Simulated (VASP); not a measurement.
Here is a VASP 6.6.1 calculation.

Contents of INCAR:

```
SYSTEM = Ru
ALGO = Normal ; EDIFF = 1E-6
ENCUT = 520 ; GGA = PE
ISIF = 2 ; ISMEAR = -1
LASPH = .TRUE. ; LCHARG = .FALSE.
LREAL = .FALSE. ; LWAVE = .FALSE.
NBANDS = 13 ; NELM = 60
PREC = Accurate ; SIGMA = 0.1
```

KPOINTS

```
k-points
0
G
  15 15 15
  0 0 0
```

File POSCAR:

```
Ru
1.0
    2.1188026481      0.0000000000      0.0000000000
    0.0000000000      2.1188026481      0.0000000000
    0.0000000000      0.0000000000      2.1188026481
Ru
1
Direct
    0.0000000000      0.0000000000      0.0000000000
```

Potentials or basis: VASP PAW PBE potentials, release 64 (Ru_pv).

Launch:

```bash
$ cat potpaw_PBE.64/Ru_pv/POTCAR > POTCAR
$ mpirun -np 1 vasp_std > vasp.out
```

Problem. What does it give for the pressure?

Solution. 370.8 GPa.

Problem. What does it give for the band gap on the k mesh?

Solution. Zero (band 7 reaches 27.47 eV, above the bottom of band 8 at 19.08 eV).
